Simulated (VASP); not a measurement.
# Pb33S31 (a cell with a defect) in VASP: single point with PBEsol

Aim: the single point of Pb33S31 (a cell with a defect) with PBEsol.

Everything below comes from runs of VASP 6.6.1. Logs are shortened: lines on timing, memory, paths and dates and some standing lists are left out, and cuts for length are marked.

## 1. The cell of the first run

The cell holds a defect, 64 atoms: a = 11.800 Å, b = 11.800 Å, c = 11.800 Å, α = 90.00°, β = 90.00°, γ = 90.00°.

## 2. Single point, PBEsol

Contents of INCAR:

```
ALGO = Normal ; EDIFF = 1E-6
ENCUT = 400 ; GGA = PS
GGA_COMPAT = F ; ISIF = 2
ISMEAR = -1 ; ISYM = -1
LASPH = T ; LCHARG = F
LREAL = Auto ; LWAVE = F
NBANDS = 362 ; NELM = 120
PREC = Accurate ; SIGMA = 0.05
```

Contents of KPOINTS:

```
explicit points
1
Reciprocal
  0.25000000   0.25000000   0.25000000 1
```

Contents of POSCAR:

```
Pb33S31
1.0
   11.8000000000      0.0000000000      0.0000000000
    0.0000000000     11.8000000000      0.0000000000
    0.0000000000      0.0000000000     11.8000000000
S Pb
31 33
Direct
    0.2513170000      0.0017030000      0.9996360000
    0.2509590000      0.9762530000      0.4992630000
    0.2524050000      0.5027670000      0.0273580000
    0.7512790000      0.0013640000      0.9985050000
    0.7505200000      0.0006350000      0.4985400000
    0.7514310000      0.5014010000      0.9994950000
    0.7275200000      0.5011960000      0.4990110000
    0.0022780000      0.2521870000      0.9982500000
    0.0028370000      0.2525310000      0.4980570000
    0.0010650000      0.7519350000      0.9977960000
    0.9986470000      0.7539910000      0.4970390000
    0.5019790000      0.2512140000      0.9975430000
    0.5040660000      0.2488800000      0.4967950000
    0.5009420000      0.7511120000      0.9994270000
    0.4992490000      0.7493990000      0.4993020000
    0.0013670000      0.0024310000      0.2479010000
    0.0010090000      0.0014620000      0.7478740000
    0.0014590000      0.5029010000      0.2461630000
    0.0021900000      0.5018620000      0.7465680000
    0.5013490000      0.0000840000      0.2485390000
    0.5006670000      0.0001400000      0.7485000000
    0.5018120000      0.5002330000      0.2492830000
    0.5018770000      0.5000870000      0.7503840000
    0.2530510000      0.2519810000      0.2457020000
    0.2518310000      0.2522490000      0.7460160000
    0.2501000000      0.7520860000      0.2493660000
    0.2498350000      0.7519380000      0.7502130000
    0.7525960000      0.2513600000      0.2479000000
    0.7514520000      0.2511190000      0.7478470000
    0.7500050000      0.7514030000      0.2485490000
    0.7499270000      0.7507980000      0.7485200000
    0.2258090000      0.4741010000      0.5322700000
    0.0008860000      0.0027170000      0.9976980000
    0.9999740000      0.0032220000      0.4988730000
    0.9995910000      0.5015600000      0.9996190000
    0.9752590000      0.5120510000      0.4933380000
    0.5016950000      0.0006830000      0.9981900000
    0.5010710000      0.9940100000      0.4989600000
    0.5030160000      0.5008160000      0.0019940000
    0.4911290000      0.4922350000      0.4960240000
    0.2514850000      0.2494240000      0.9987880000
    0.2619670000      0.2237960000      0.4914950000
    0.2508660000      0.7526720000      0.0024960000
    0.2419790000      0.7399630000      0.4967430000
    0.7525390000      0.2509220000      0.9973940000
    0.7532650000      0.2498800000      0.4985600000
    0.7506940000      0.7517690000      0.9983940000
    0.7442950000      0.7510190000      0.4992450000
    0.2506830000      0.9990280000      0.2495270000
    0.2514460000      0.0020590000      0.7500480000
    0.2543660000      0.5034060000      0.2641510000
    0.2586960000      0.5092880000      0.7837060000
    0.7516800000      0.0016680000      0.2488460000
    0.7523820000      0.0025020000      0.7484860000
    0.7498450000      0.5006260000      0.2496360000
    0.7519600000      0.5015800000      0.7503370000
    0.0031700000      0.2532890000      0.2493210000
    0.0052740000      0.2553880000      0.7452760000
    0.9992940000      0.7522260000      0.2468070000
    0.0016000000      0.7514840000      0.7482800000
    0.5024560000      0.2491280000      0.2462640000
    0.5011690000      0.2517230000      0.7474140000
    0.5009420000      0.7508660000      0.2501380000
    0.5007950000      0.7508360000      0.7480740000
```

Potentials or basis: VASP PAW PBE potentials, release 64 (S, Pb_d).

On the command line:

```bash
$ cat potpaw_PBE.64/S/POTCAR potpaw_PBE.64/Pb_d/POTCAR > POTCAR
$ mpirun -np 1 vasp_std > vasp.out
```

OUTCAR:

```text
EDIFF = 1E-6
   ENCUT = 400
   GGA = PS
   ISIF = 2
   ISMEAR = -1
   ISYM = -1
   LASPH = T
   LREAL = Auto
   NELM = 120
   PREC = Accurate

 ion  position               nearest neighbor table
   1  0.251  0.002  1.000-  41 2.92  43 2.94  50 2.95  49 2.95  37 2.95  33 2.96
   2  0.251  0.976  0.499-  44 2.79  42 2.93  38 2.96  49 2.96  50 2.97  34 2.98
   3  0.252  0.503  0.027-  51 2.79  52 2.88  43 2.96  39 2.97  35 3.00  41 3.01
   4  0.751  0.001  0.999-  45 2.94  37 2.95  47 2.95  33 2.95  54 2.95  53 2.95
   5  0.751  0.001  0.499-  46 2.94  34 2.94  38 2.94  48 2.95  53 2.95  54 2.95
   6  0.751  0.501  0.999-  35 2.93  39 2.93  56 2.94  55 2.95  47 2.95  45 2.96
[... 25 lines left out ...]
  32  0.226  0.474  0.532-  52 3.02  42 3.02  36 3.03  40 3.17  44 3.17  51 3.20
  33  0.001  0.003  0.998-   8 2.94   4 2.95  17 2.95  16 2.95   1 2.96  10 2.96
  34  1.000  0.003  0.499-  17 2.94  11 2.94   9 2.94   5 2.94  16 2.96   2 2.98  42 4.04  46 4.12

  35  1.000  0.502  1.000-  18 2.91   6 2.93   8 2.94  10 2.95  19 2.99   3 3.00  52 3.98
  36  0.975  0.512  0.493-  11 2.87   7 2.93  18 2.93  19 3.01  32 3.03   9 3.08  55 3.92  48 3.92
                            56 4.02  46 4.05  59 4.07  60 4.14
  37  0.502  0.001  0.998-  14 2.94   4 2.95  21 2.95  20 2.95   1 2.95  12 2.96
  38  0.501  0.994  0.499-  15 2.89   5 2.94  21 2.95  20 2.96   2 2.96  13 3.01  42 3.91  48 4.06
                            63 4.11  64 4.11
  39  0.503  0.501  0.002-  22 2.92   6 2.93  12 2.95  14 2.95  23 2.97   3 2.97  52 3.87  55 4.13
                            61 4.14
  40  0.491  0.492  0.496-   7 2.79  13 2.88  22 2.92  23 3.01  15 3.04  32 3.17  51 3.91  62 4.11
                            61 4.11
  41  0.251  0.249  0.999-  24 2.91   1 2.92   8 2.94  12 2.96  25 2.98   3 3.01  52 3.98  50 4.14

  42  0.262  0.224  0.491-  13 2.87  24 2.92   2 2.93  32 3.02  25 3.02   9 3.08  49 3.90  38 3.91
                            50 4.02  34 4.04  61 4.06
  43  0.251  0.753  0.002-  26 2.91   1 2.94  10 2.95  14 2.95   3 2.96  27 2.98  52 3.86  49 4.12
                            59 4.14
  44  0.242  0.740  0.497-   2 2.79  11 2.88  26 2.92  27 3.00  15 3.04  32 3.17  51 3.92  60 4.11
                            59 4.11
  45  0.753  0.251  0.997-  29 2.94   4 2.94   8 2.95   6 2.96  28 2.96  12 2.96
  46  0.753  0.250  0.499-  13 2.94   5 2.94  29 2.94   9 2.95  28 2.96   7 2.98  36 4.05  34 4.12

  47  0.751  0.752  0.998-   4 2.95  14 2.95  31 2.95  30 2.95   6 2.95  10 2.95
  48  0.744  0.751  0.499-  15 2.89  31 2.94   5 2.95   7 2.95  30 2.96  11 3.00  36 3.92  38 4.06
                            64 4.11  63 4.11
  49  0.251  0.999  0.250-  26 2.91  16 2.94   1 2.95  20 2.96   2 2.96  24 2.99  42 3.90  43 4.12

  50  0.251  0.002  0.750-  21 2.94   1 2.95  27 2.95  25 2.95  17 2.96   2 2.97  42 4.02  41 4.14

  51  0.254  0.503  0.264-   3 2.79  22 2.93  26 2.94  24 2.97  18 2.99  32 3.20  40 3.91  44 3.92
                            63 4.13
  52  0.259  0.509  0.784-   3 2.88  27 2.89  23 2.90  32 3.02  19 3.06  25 3.07  43 3.86  39 3.87
                            35 3.98  41 3.98  64 4.06
  53  0.752  0.002  0.249-  16 2.95  28 2.95   5 2.95  30 2.95  20 2.95   4 2.95
  54  0.752  0.003  0.748-  29 2.93  17 2.93   5 2.95   4 2.95  31 2.97  21 2.97
  55  0.750  0.501  0.250-  22 2.93  28 2.94   6 2.95   7 2.95  30 2.96  18 2.97  36 3.92  39 4.13

  56  0.752  0.502  0.750-   6 2.94  31 2.94  23 2.95  19 2.95  29 2.96   7 2.98  36 4.02
  57  0.003  0.253  0.249-   9 2.94  18 2.95  24 2.95  28 2.96  16 2.96   8 2.96
  58  0.005  0.255  0.745-  19 2.91  25 2.91   9 2.92   8 2.99  29 3.00  17 3.00
  59  0.999  0.752  0.247-  10 2.94  30 2.94  18 2.94  16 2.95  11 2.95  26 2.96  36 4.07  44 4.11
                            43 4.14
  60  0.002  0.751  0.748-  27 2.93  10 2.94  19 2.95  17 2.95  11 2.96  31 2.97  44 4.11  36 4.14

  61  0.502  0.249  0.246-  12 2.94  20 2.94  24 2.94  28 2.95  13 2.96  22 2.96  42 4.06  40 4.11
                            39 4.14
  62  0.501  0.252  0.747-  23 2.93  25 2.94  12 2.95  29 2.95  13 2.96  21 2.97  40 4.11
  63  0.501  0.751  0.250-  30 2.94  15 2.94  20 2.94  22 2.96  14 2.96  26 2.96  38 4.11  48 4.11
                            51 4.13
  64  0.501  0.751  0.748-  15 2.94  31 2.94  21 2.94  23 2.96  27 2.96  14 2.97  52 4.06  38 4.11
                            48 4.11

IMPORTANT INFORMATION: All symmetrisations will be switched off!
NOSYMM: (Re-)initialisation of all symmetry stuff for point group C_1.

----------------------------------------------------------------------------------------

                                     Primitive cell

  volume of cell :    1643.0320

  direct lattice vectors                    reciprocal lattice vectors
    11.800000000  0.000000000  0.000000000     0.084745763  0.000000000  0.000000000
     0.000000000 11.800000000  0.000000000     0.000000000  0.084745763  0.000000000
     0.000000000  0.000000000 11.800000000     0.000000000  0.000000000  0.084745763

  length of vectors
    11.800000000 11.800000000 11.800000000     0.084745763  0.084745763  0.084745763

  position of ions in fractional coordinates (direct lattice)
     0.251317000  0.001703000  0.999636000
     0.250959000  0.976253000  0.499263000
     0.252405000  0.502767000  0.027358000
     0.751279000  0.001364000  0.998505000
     0.750520000  0.000635000  0.498540000
     0.751431000  0.501401000  0.999495000
[... 56 lines left out ...]
     0.500942000  0.750866000  0.250138000
     0.500795000  0.750836000  0.748074000

  ion indices of the primitive-cell ions
   primitive index   ion index
                 1           1
                 2           2
                 3           3
                 4           4
                 5           5
                 6           6
[... 56 lines left out ...]
                63          63
                64          64

----------------------------------------------------------------------------------------

 KPOINTS: explicit points

Read explicit list of k-points.

 Found      1 k-points:

 Following reciprocal coordinates:
            Coordinates               Weight
  0.250000  0.250000  0.250000      1.000000
   k-points           NKPTS =      1   k-points in BZ     NKDIM =      1   number of bands    NBANDS=    362
   number of dos      NEDOS =    301   number of ions     NIONS =     64
   total plane-waves  NPLWV = 512000
   dimension x,y,z NGX =    80 NGY =   80 NGZ =   80
   dimension x,y,z NGXF=   160 NGYF=  160 NGZF=  160
   ions per type =              31  33
   NGX,Y,Z   is equivalent  to a cutoff of  11.27, 11.27, 11.27 a.u.
   NGXF,Y,Z  is equivalent  to a cutoff of  22.54, 22.54, 22.54 a.u.
 SYSTEM =  unknown system
   PREC   = accura    normal or accurate (medium, high low for compatibility)
   ISTART =      0    job   : 0-new  1-cont  2-samecut
   ICHARG =      2    charge: 1-file 2-atom 10-const
   ISPIN  =      1    spin polarized calculation?
   LNONCOLLINEAR =      F non collinear calculations
   LSORBIT =      F    spin-orbit coupling
   LASPH  =      T    aspherical Exc in radial PAW
   ENCUT  =  400.0 eV  29.40 Ry    5.42 a.u.  19.24 19.24 19.24*2*pi/ulx,y,z
   NELM   =    120;   NELMIN=  2; NELMDL= -5     # of ELM steps
   EDIFF  = 0.1E-05   stopping-criterion for ELM
   LREAL  =      T    real-space projection
   EDIFFG = 0.1E-04   stopping-criterion for IOM
   NSW    =      0    number of steps for IOM
   IBRION =     -1    ionic relax: 0-MD 1-quasi-New 2-CG
   NFREE  =      0    steps in history (QN), initial steepest desc. (CG)
   ISIF   =      2    stress and relaxation
   ISYM   =     -1    0-nonsym 1-usesym 2-fastsym
   POTIM  = 0.5000    time-step for ionic-motion
   TEBEG  =    0.0;   TEEND  =   0.0 temperature during run
   PSTRESS=    0.0 pullay stress
   NELECT =     648.0000    total number of electrons
   NUPDOWN=      -1.0000    fix difference up-down
   EMIN   =  10.00;   EMAX   =-10.00  energy-range for DOS
   EFERMI =   0.00;   METHOD = LEGACY
   ISMEAR =    -1;   SIGMA  =   0.05  broadening in eV -4-tet -1-fermi 0-gaus
   EFERMI_NEDOS =   21; number of points for ismear=-14 and -15
   IALGO  =     38    algorithm
   IMIX   =      4    mixing-type and parameters
     AMIX     =   0.40;   BMIX     =  1.00
     AMIX_MAG =   1.60;   BMIX_MAG =  1.00
  volume/ion in A,a.u.               =      25.67       173.25
  Fermi-wavevector in a.u.,A,eV,Ry     =   1.200562  2.268733 19.610736  1.441348
  Thomas-Fermi vector in A             =   2.336394
   LORBIT       =      0    0 simple, 1 ext, 2 COOP (PROOUT), +10 PAW based schemes
   GGA     = PS    functional components
   LHFCALC =     F    Hartree Fock is set to
   AEXX    =    0.0000 exact exchange contribution
   IVDW    =     0    specifies the selected vdW correction
   LEPSILON=     F    determine dielectric tensor
   LRPA    =     F    only Hartree local field effects (RPA)
 non-spin polarized calculation
  energy-cutoff  :      400.00
  volume of cell :     1643.03
 maximum number of plane-waves:     29824
 NGX is ok and might be reduce to    80
   NGX = 39   NGY = 39   NGZ = 39

 number of electron     647.9999995 magnetization

 Free energy of the ion-electron system (eV)
  ---------------------------------------------------
  ext. energy  EPLUGINS =         0.00000000
  ---------------------------------------------------
  free energy    TOTEN  =      -299.71609718 eV

  energy without entropy =     -299.70865806  energy(sigma->0) =     -299.71237762

 E-fermi :   6.2757     XC(G=0): -10.0047

 val. band max:        6.0180331628   @ k =   0.2500   0.2500   0.2500
 cond. band min:       6.5312268687   @ k =   0.2500   0.2500   0.2500
 fundamental gap:      0.5131937059
 Fermi energy:         6.2757075814

 k-point     1 :       0.2500    0.2500    0.2500
  band No.  band energies     occupation
      1     -10.9547      2.00000
      2     -10.9440      2.00000
      3     -10.9437      2.00000
      4     -10.9352      2.00000
      5     -10.9205      2.00000
      6     -10.9095      2.00000
[... 328 lines left out ...]
    335       7.7045      0.00000
    336       7.7275      0.00000
 [bands above 336 left out]

------------------------ aborting loop because EDIFF is reached ----------------------------------------

  FORCE on cell =-STRESS in cart. coord.  units (eV):
  Direction    XX          YY          ZZ          XY          YZ          ZX
  --------------------------------------------------------------------------------------
  -------------------------------------------------------------------------------------
  Total        2.3678509      2.4368918      1.6207057     -0.8668604      0.1633032      0.0885531
  in kB        2.3089733      2.3762974      1.5804062     -0.8453055      0.1592426      0.0863512
  external PRESSURE =       2.0885590 kB  Pullay stress =       0.0000000 kB

 VOLUME and BASIS-vectors are now :
 -----------------------------------------------------------------------------
  energy-cutoff  :      400.00
  volume of cell :     1643.03
      direct lattice vectors                 reciprocal lattice vectors
    11.800000000  0.000000000  0.000000000     0.084745763  0.000000000  0.000000000
     0.000000000 11.800000000  0.000000000     0.000000000  0.084745763  0.000000000
     0.000000000  0.000000000 11.800000000     0.000000000  0.000000000  0.084745763

 POSITION                                       TOTAL-FORCE (eV/Angst)
 -----------------------------------------------------------------------------------
      2.96554      0.02010     11.79570        -0.000230     -0.006292     -0.000657
      2.96132     11.51979      5.89130         0.003661      0.004102     -0.004346
      2.97838      5.93265      0.32282         0.000462     -0.005460      0.001765
      8.86509      0.01610     11.78236        -0.000081     -0.000188     -0.000095
      8.85614      0.00749      5.88277         0.001345     -0.000529      0.000230
      8.86689      5.91653     11.79404        -0.000573     -0.000362      0.002770
[... 56 lines left out ...]
      5.91112      8.86022      2.95163         0.003737      0.002645     -0.010376
      5.90938      8.85986      8.82727        -0.001781     -0.002066      0.002118
 -----------------------------------------------------------------------------------
    total drift:                                0.008389      0.008198     -0.009242

  FREE ENERGIE OF THE ION-ELECTRON SYSTEM (eV)
  ---------------------------------------------------
  free  energy   TOTEN  =      -299.7160971787 eV

  energy  without entropy=     -299.7086580584  energy(sigma->0) =     -299.71237762
```

Wall time 8 min (1 thread of Intel Xeon 6975P-C (Granite Rapids), shared host); peak memory 1.1 GiB.

Results:

```
Free energy   : -299.7161 eV
Pressure      : 0.2 GPa
Largest force : 0.024 eV/Å
```

Forces in eV/Å, atoms in the order of the input:
```
S    0.000 -0.006 -0.001
S    0.004  0.004 -0.004
S    0.000 -0.005  0.002
S    0.000  0.000  0.000
S    0.001 -0.001  0.000
S   -0.001  0.000  0.003
S    0.010  0.000 -0.001
S   -0.002  0.001 -0.004
S    0.001  0.002 -0.004
S    0.004 -0.002  0.002
S   -0.003  0.003  0.003
S   -0.002  0.003  0.000
S    0.002 -0.007 -0.002
S    0.001  0.000  0.004
S    0.001 -0.001  0.006
S   -0.002 -0.005  0.000
S    0.003  0.003 -0.003
S    0.000 -0.005  0.004
S    0.001  0.004  0.004
S   -0.005 -0.002  0.004
S    0.003  0.003 -0.002
S    0.004 -0.005 -0.006
S    0.001  0.005 -0.005
S   -0.004 -0.009 -0.002
S    0.002  0.004 -0.001
S   -0.001 -0.007 -0.001
S    0.006  0.005  0.000
S   -0.006 -0.002 -0.003
S    0.002  0.003 -0.004
S   -0.001 -0.006  0.005
S    0.004  0.004  0.001
Pb   0.000 -0.006  0.023
Pb  -0.003  0.005  0.003
Pb   0.001 -0.001  0.000
Pb   0.000 -0.003 -0.002
Pb   0.000 -0.007 -0.007
Pb   0.004 -0.006 -0.003
Pb  -0.005  0.005  0.002
Pb   0.000  0.003  0.003
Pb  -0.004  0.004  0.005
Pb  -0.001  0.001  0.000
Pb  -0.007  0.007  0.006
Pb   0.002  0.009  0.000
Pb   0.002 -0.001 -0.004
Pb   0.007 -0.005  0.001
Pb   0.001  0.005  0.006
Pb  -0.008  0.005 -0.001
Pb   0.000 -0.005 -0.005
Pb   0.001  0.008 -0.002
Pb  -0.002 -0.001  0.005
Pb  -0.001  0.010 -0.001
Pb  -0.002 -0.006 -0.019
Pb   0.006  0.001 -0.007
Pb  -0.005 -0.002  0.007
Pb  -0.002  0.007  0.000
Pb  -0.001 -0.005 -0.004
Pb   0.004  0.000  0.000
Pb   0.000 -0.002  0.009
Pb  -0.003  0.009  0.001
Pb  -0.008 -0.005 -0.006
Pb   0.005  0.003  0.003
Pb  -0.004 -0.007  0.001
Pb   0.004  0.003 -0.010
Pb  -0.002 -0.002  0.002
```

Stress tensor (GPa, compression positive):
```
 0.23 -0.08  0.01
-0.08  0.24  0.02
 0.01  0.02  0.16
```

Caveat: the PAW data sets were made with another functional, which shifts forces and pressure a little; spin-orbit coupling is left out, which moves the levels of the heavy elements.
